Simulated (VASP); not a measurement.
# Tl (P6/mmm) in VASP: a series of runs

The runs below take Tl through single point, relaxation of cell and atoms, with revPBE.

Program: VASP 6.6.1. These are calculated values, not measurements. Logs are shortened: lines on timing, memory, paths and dates and some standing lists are left out, and cuts for length are marked.

### 1 The cell of the first run

It takes space group P6/mmm (No. 191, hexagonal). Conventional cell: a = 5.729 Å, b = 5.729 Å, c = 3.523 Å, α = 90.00°, β = 90.00°, γ = 120.00°. Within 4.6 Å of Tl (site symmetry 6/mmm) lie 14 Tl at 3.52 to 3.75 Å. Tl (site symmetry -6m2) has 11 Tl at 3.31 to 3.75 Å within 4.3 Å.

This isn't the form of Tl at room conditions, which is hcp.

### 2 Single point, revPBE

Input file INCAR:

```
PREC = Accurate
ENCUT = 520
EDIFF = 1E-6
ISMEAR = -1
SIGMA = 0.1
LREAL = F
LASPH = T
NELM = 80
ALGO = Normal
ISIF = 2
LWAVE = F
LCHARG = T
GGA = RE
LELF = T
LVHAR = T
NBANDS = 26
```

Input file KPOINTS:

```
regular mesh
0
Gamma
  9 9 12
```

Input file POSCAR:

```
Tl
1.0
    5.7289376042      0.0000000000      0.0000000000
   -2.8644688021      4.9614055020      0.0000000000
    0.0000000000      0.0000000000      3.5227807966
Tl
3
Direct
    1.0000000000      1.0000000000      1.0000000000
    0.3333333333      0.6666666667      0.5000000000
    0.6666666667      0.3333333333      0.5000000000
```

Potentials or basis: VASP PAW PBE potentials, release 64 (Tl_d).

Run with:

```sh
> cat potpaw_PBE.64/Tl_d/POTCAR > POTCAR
> mpirun -np 1 vasp_std > vasp.out
```

OUTCAR:

```text
PREC = Accurate
   ENCUT = 520
   EDIFF = 1E-6
   ISMEAR = -1
   LREAL = F
   LASPH = T
   NELM = 80
   ISIF = 2
   GGA = RE

 ion  position               nearest neighbor table
   1  0.000  0.000  0.000-   2 3.75   3 3.75   2 3.75   3 3.75   3 3.75   3 3.75   2 3.75   2 3.75
                             3 3.75   3 3.75   2 3.75   2 3.75
   2  0.333  0.667  0.500-   3 3.31   3 3.31   3 3.31   1 3.75   1 3.75   1 3.75   1 3.75   1 3.75
                             1 3.75
   3  0.667  0.333  0.500-   2 3.31   2 3.31   2 3.31   1 3.75   1 3.75   1 3.75   1 3.75   1 3.75
                             1 3.75

  LATTYP: Found a hexagonal cell.
 ALAT       =     5.7289376042
 C/A-ratio  =     0.6149099606

  Lattice vectors:

 A1 = (   5.7289376042,   0.0000000000,   0.0000000000)
 A2 = (  -2.8644688021,   4.9614055020,   0.0000000000)
 A3 = (   0.0000000000,   0.0000000000,   3.5227807966)

Analysis of symmetry for initial positions (statically):
=====================================================================
 Subroutine PRICEL returns:
 Original cell was already a primitive cell.

 Routine SETGRP: Setting up the symmetry group for a
 hexagonal supercell.

 Subroutine GETGRP returns: Found 24 space group operations
 (whereof 24 operations were pure point group operations)
 out of a pool of 24 trial point group operations.

The static configuration has the point symmetry D_6h.

Analysis of symmetry for dynamics (positions and initial velocities):
=====================================================================
 Subroutine PRICEL returns:
 Original cell was already a primitive cell.

 Routine SETGRP: Setting up the symmetry group for a
 hexagonal supercell.

 Subroutine GETGRP returns: Found 24 space group operations
 (whereof 24 operations were pure point group operations)
 out of a pool of 24 trial point group operations.

The dynamic configuration has the point symmetry D_6h.

 Subroutine INISYM returns: Found 24 space group operations
 (whereof 24 operations are pure point group operations),
 and found     1 'primitive' translations

----------------------------------------------------------------------------------------

                                     Primitive cell

  volume of cell :     100.1301

  direct lattice vectors                    reciprocal lattice vectors
     5.728937604  0.000000000  0.000000000     0.174552433  0.100777894  0.000000000
    -2.864468802  4.961405502  0.000000000     0.000000000  0.201555789  0.000000000
     0.000000000  0.000000000  3.522780797     0.000000000  0.000000000  0.283866655

  length of vectors
     5.728937604  5.728937604  3.522780797     0.201555789  0.201555789  0.283866655

  position of ions in fractional coordinates (direct lattice)
     0.000000000  0.000000000  0.000000000
     0.333333333  0.666666667  0.500000000
     0.666666667  0.333333333  0.500000000

  ion indices of the primitive-cell ions
   primitive index   ion index
                 1           1
                 2           2
                 3           3

----------------------------------------------------------------------------------------

 KPOINTS: regular mesh

Automatic generation of k-mesh.
 Grid dimensions read from file:
 generate k-points for:    9    9   12

 Generating k-lattice:

  Cartesian coordinates                     Fractional coordinates (reciprocal lattice)
     0.019394715  0.011197544  0.000000000     0.111111111 -0.000000000  0.000000000
     0.000000000  0.022395088  0.000000000     0.000000000  0.111111111  0.000000000
     0.000000000  0.000000000  0.023655555     0.000000000  0.000000000  0.083333333

  Length of vectors
     0.022395088  0.022395088  0.023655555

  Shift w.r.t. Gamma in fractional coordinates (k-lattice)
     0.000000000  0.000000000  0.000000000

 Subroutine IBZKPT returns following result:
 ===========================================

 Found     84 irreducible k-points:

 Following reciprocal coordinates:
            Coordinates               Weight
  0.000000  0.000000  0.000000      1.000000
  0.111111 -0.000000  0.000000      6.000000
  0.222222 -0.000000  0.000000      6.000000
  0.333333 -0.000000  0.000000      6.000000
  0.444444 -0.000000  0.000000      6.000000
  0.111111  0.111111  0.000000      6.000000
[... 16 lines left out ...]
  0.333333  0.222222  0.083333     24.000000
  0.333333  0.333333  0.083333      4.000000
 [... further k-points ...]
   k-points           NKPTS =     84   k-points in BZ     NKDIM =     84   number of bands    NBANDS=     26
   number of dos      NEDOS =    301   number of ions     NIONS =      3
   total plane-waves  NPLWV =  64512
   dimension x,y,z NGX =    48 NGY =   48 NGZ =   28
   dimension x,y,z NGXF=    96 NGYF=   96 NGZF=   56
   ions per type =               3
   NGX,Y,Z   is equivalent  to a cutoff of  13.93, 13.93, 13.21 a.u.
   NGXF,Y,Z  is equivalent  to a cutoff of  27.86, 27.86, 26.43 a.u.
 SYSTEM =  unknown system
   PREC   = accura    normal or accurate (medium, high low for compatibility)
   ISTART =      0    job   : 0-new  1-cont  2-samecut
   ICHARG =      2    charge: 1-file 2-atom 10-const
   ISPIN  =      1    spin polarized calculation?
   LNONCOLLINEAR =      F non collinear calculations
   LSORBIT =      F    spin-orbit coupling
   LASPH  =      T    aspherical Exc in radial PAW
   ENCUT  =  520.0 eV  38.22 Ry    6.18 a.u.  10.65 10.65  6.55*2*pi/ulx,y,z
   NELM   =     80;   NELMIN=  2; NELMDL= -5     # of ELM steps
   EDIFF  = 0.1E-05   stopping-criterion for ELM
   LREAL  =      F    real-space projection
   EDIFFG = 0.1E-04   stopping-criterion for IOM
   NSW    =      0    number of steps for IOM
   IBRION =     -1    ionic relax: 0-MD 1-quasi-New 2-CG
   NFREE  =      0    steps in history (QN), initial steepest desc. (CG)
   ISIF   =      2    stress and relaxation
   ISYM   =      2    0-nonsym 1-usesym 2-fastsym
   POTIM  = 0.5000    time-step for ionic-motion
   TEBEG  =    0.0;   TEEND  =   0.0 temperature during run
   PSTRESS=    0.0 pullay stress
   NELECT =      39.0000    total number of electrons
   NUPDOWN=      -1.0000    fix difference up-down
   EMIN   =  10.00;   EMAX   =-10.00  energy-range for DOS
   EFERMI =   0.00;   METHOD = LEGACY
   ISMEAR =    -1;   SIGMA  =   0.10  broadening in eV -4-tet -1-fermi 0-gaus
   EFERMI_NEDOS =   21; number of points for ismear=-14 and -15
   IALGO  =     38    algorithm
   IMIX   =      4    mixing-type and parameters
     AMIX     =   0.40;   BMIX     =  1.00
     AMIX_MAG =   1.60;   BMIX_MAG =  1.00
  volume/ion in A,a.u.               =      33.38       225.24
  Fermi-wavevector in a.u.,A,eV,Ry     =   1.195570  2.259299 19.447988  1.429387
  Thomas-Fermi vector in A             =   2.331532
   LORBIT       =      0    0 simple, 1 ext, 2 COOP (PROOUT), +10 PAW based schemes
   GGA     = RE    functional components
   LHFCALC =     F    Hartree Fock is set to
   AEXX    =    0.0000 exact exchange contribution
   IVDW    =     0    specifies the selected vdW correction
   LEPSILON=     F    determine dielectric tensor
   LRPA    =     F    only Hartree local field effects (RPA)
 non-spin polarized calculation
  energy-cutoff  :      520.00
  volume of cell :      100.13
 maximum number of plane-waves:      2737
 NGX is ok and might be reduce to    48
   NGX = 21   NGY = 21   NGZ = 13

 number of electron      39.0000009 magnetization

 Free energy of the ion-electron system (eV)
  ---------------------------------------------------
  ext. energy  EPLUGINS =         0.00000000
  ---------------------------------------------------
  free energy    TOTEN  =        -5.69686229 eV

  energy without entropy =       -5.64355744  energy(sigma->0) =       -5.67020986

 E-fermi :   5.2514     XC(G=0):  -9.3336

 val. band max:        5.2255990748   @ k =   0.2222   0.1111   0.1667
 cond. band min:       5.2612584511   @ k =   0.0000   0.0000   0.1667
 fundamental gap:      0.0356593764
 Fermi energy:         5.2514206011

 k-point     1 :       0.0000    0.0000    0.0000
  band No.  band energies     occupation
      1      -6.5944      2.00000
      2      -6.3400      2.00000
      3      -6.3307      2.00000
      4      -6.3307      2.00000
      5      -6.3132      2.00000
      6      -6.2056      2.00000
[... 18 lines left out ...]
     25      14.4512      0.00000
     26      14.4755      0.00000

 k-point     2 :       0.1111   -0.0000    0.0000
  band No.  band energies     occupation
      1      -6.5881      2.00000
      2      -6.3779      2.00000
      3      -6.3545      2.00000
      4      -6.3229      2.00000
      5      -6.3089      2.00000
      6      -6.2195      2.00000
[... 18 lines left out ...]
     25      13.7394      0.00000
     26      14.2575      0.00000

 k-point     3 :       0.2222   -0.0000    0.0000
  band No.  band energies     occupation
      1      -6.5713      2.00000
      2      -6.4325      2.00000
      3      -6.3984      2.00000
      4      -6.3463      2.00000
      5      -6.3059      2.00000
      6      -6.2423      2.00000
[... 18 lines left out ...]
     25      13.3720      0.00000
     26      13.4660      0.00000

 k-point     4 :       0.3333   -0.0000    0.0000
  band No.  band energies     occupation
      1      -6.5508      2.00000
      2      -6.4850      2.00000
      3      -6.4344      2.00000
      4      -6.3720      2.00000
      5      -6.3097      2.00000
      6      -6.2607      2.00000
[... 18 lines left out ...]
     25      12.0730      0.00000
     26      12.7086      0.00000
[... 496 lines left out ...]
      1      -6.5290      2.00000
      2      -6.4844      2.00000
      3      -6.4638      2.00000
      4      -6.3168      2.00000
      5      -6.3155      2.00000
      6      -6.2561      2.00000
[... 18 lines left out ...]
     25      11.5958      0.00000
     26      11.8727      0.00000

 k-point    23 :       0.3333    0.2222    0.0833
  band No.  band energies     occupation
      1      -6.5344      2.00000
      2      -6.4918      2.00000
      3      -6.4786      2.00000
      4      -6.3291      2.00000
      5      -6.3059      2.00000
      6      -6.2691      2.00000
[... 18 lines left out ...]
     25      11.3575      0.00000
     26      11.5855      0.00000

 k-point    24 :       0.3333    0.3333    0.0833
  band No.  band energies     occupation
      1      -6.5395      2.00000
      2      -6.4880      2.00000
      3      -6.4880      2.00000
      4      -6.3157      2.00000
      5      -6.2996      2.00000
      6      -6.2996      2.00000
[... 18 lines left out ...]
     25      11.8784      0.00000
     26      11.8798      0.00000

 [... further k-points ...]

------------------------ aborting loop because EDIFF is reached ----------------------------------------

  FORCE on cell =-STRESS in cart. coord.  units (eV):
  Direction    XX          YY          ZZ          XY          YZ          ZX
  --------------------------------------------------------------------------------------
  -------------------------------------------------------------------------------------
  Total        0.2394492      0.2394492     -0.3698066      0.0000000      0.0000000      0.0000000
  in kB        3.8314183      3.8314183     -5.9172624      0.0000000      0.0000000      0.0000000
  external PRESSURE =       0.5818580 kB  Pullay stress =       0.0000000 kB

 VOLUME and BASIS-vectors are now :
 -----------------------------------------------------------------------------
  energy-cutoff  :      520.00
  volume of cell :      100.13
      direct lattice vectors                 reciprocal lattice vectors
     5.728937604  0.000000000  0.000000000     0.174552433  0.100777894  0.000000000
    -2.864468802  4.961405502  0.000000000     0.000000000  0.201555789  0.000000000
     0.000000000  0.000000000  3.522780797     0.000000000  0.000000000  0.283866655

 POSITION                                       TOTAL-FORCE (eV/Angst)
 -----------------------------------------------------------------------------------
      0.00000      0.00000      0.00000        -0.000000      0.000000     -0.000000
     -0.00000      3.30760      1.76139        -0.000000      0.000000     -0.000000
      2.86447      1.65380      1.76139         0.000000      0.000000      0.000000
 -----------------------------------------------------------------------------------
    total drift:                               -0.000000      0.000000     -0.000000

  FREE ENERGIE OF THE ION-ELECTRON SYSTEM (eV)
  ---------------------------------------------------
  free  energy   TOTEN  =        -5.6968622914 eV

  energy  without entropy=       -5.6435574367  energy(sigma->0) =       -5.67020986
```

Wall time 61 s (1 thread of Intel Xeon 6975P-C (Granite Rapids), shared host); peak memory 0.34 GiB.

What came out:

```
Free energy            : -5.6969 eV
Pressure               : 0.1 GPa
Band gap on the k mesh : zero (an odd number of electrons rules out a gap without spin polarisation)
```

Stress tensor (GPa, compression positive):
```
 0.38  0.00  0.00
 0.00  0.38  0.00
 0.00  0.00 -0.59
```

Caveat: the PAW data sets were made with another functional, which shifts forces and pressure a little; spin-orbit coupling is left out, which moves the levels of the heavy elements.

### 3 Relaxation of cell and atoms, revPBE

This run uses another cell than the first one, of 28.04 Å³/atom.

Input file INCAR:

```
PREC = Accurate ; ENCUT = 600
EDIFF = 1E-6 ; ISMEAR = -1
SIGMA = 0.1 ; LREAL = False
LASPH = True ; NELM = 80
ALGO = Normal ; ISIF = 3
LWAVE = False ; LCHARG = False
GGA = RE ; IBRION = 2
NSW = 80 ; EDIFFG = -0.01
```

Input file KPOINTS:

```
Automatic mesh
0
Gamma
  7 7 10
```

Input file POSCAR:

```
Tl
1.0
    5.4111348334      0.0000000000      0.0000000000
   -2.7055674167      4.6861802290      0.0000000000
    0.0000000000      0.0000000000      3.3170256529
Tl
3
Direct
    0.0000000000      0.0000000000      0.0000000000
    0.3333333333      0.6666666667      0.5000000000
    0.6666666667      0.3333333333      0.5000000000
```

Potentials or basis: VASP PAW PBE potentials, release 64 (Tl_d).

Run with:

```sh
> cat potpaw_PBE.64/Tl_d/POTCAR > POTCAR
> mpirun -np 1 vasp_std > vasp.out
```

Wall time 1.7 min (1 thread of Intel Xeon 6975P-C (Granite Rapids), shared host); peak memory 0.3 GiB.

The run converged. Its results:

```
Free energy                           : -5.6775 eV
Relaxed volume                        : 33.30 Å³/atom
Relaxed cell                          : a = 5.730 Å, b = 5.730 Å, c = 3.513 Å, α = 90.00°, β = 90.00°, γ = 120.00°
Space group after relaxing (to 0.1 Å) : P6/mmm (No. 191)
Energy gained by relaxing             : 78.3 meV/atom
Ionic steps                           : 4
Pressure after relaxing               : 0.0 GPa
Band gap on the k mesh                : zero (an odd number of electrons rules out a gap without spin polarisation)
```

Step by step:
```
step  energy change (eV)  largest force (eV/Å)  pressure (GPa)  volume (Å³)
   1              0.0000                0.0000            5.76        84.11
   2             -0.2291                0.0000            0.68        97.00
   3             -0.2343                0.0000           -0.20       100.78
   4             -0.2348                0.0000            0.00        99.89
```

Final structure:
```
CELL_PARAMETERS angstrom
5.72987 0.00000 0.00000
-2.86494 4.96222 0.00000
0.00000 0.00000 3.51328
ATOMIC_POSITIONS crystal
Tl 0.00000 0.00000 0.00000
Tl 0.33333 0.66667 0.50000
Tl 0.66667 0.33333 0.50000
```

Levels at points of the mesh, in eV from the Fermi level:
```csv
k point,band 16,band 17,band 18,band 19,band 20,band 21,band 22,band 23
"(0.00, 0.00, 0.00)",-9.25,-4.75,-4.44,-0.41,-0.41,-0.25,-0.25,4.28
"(0.00, 0.00, 0.50)",-6.59,-5.42,-2.60,-0.22,0.61,1.31,1.31,1.41
```

Caveat: the volume moved by over 15 % at a fixed basis, so the end points are rough; the PAW data sets were made with another functional, which shifts forces and pressure a little; spin-orbit coupling is left out, which moves the levels of the heavy elements.
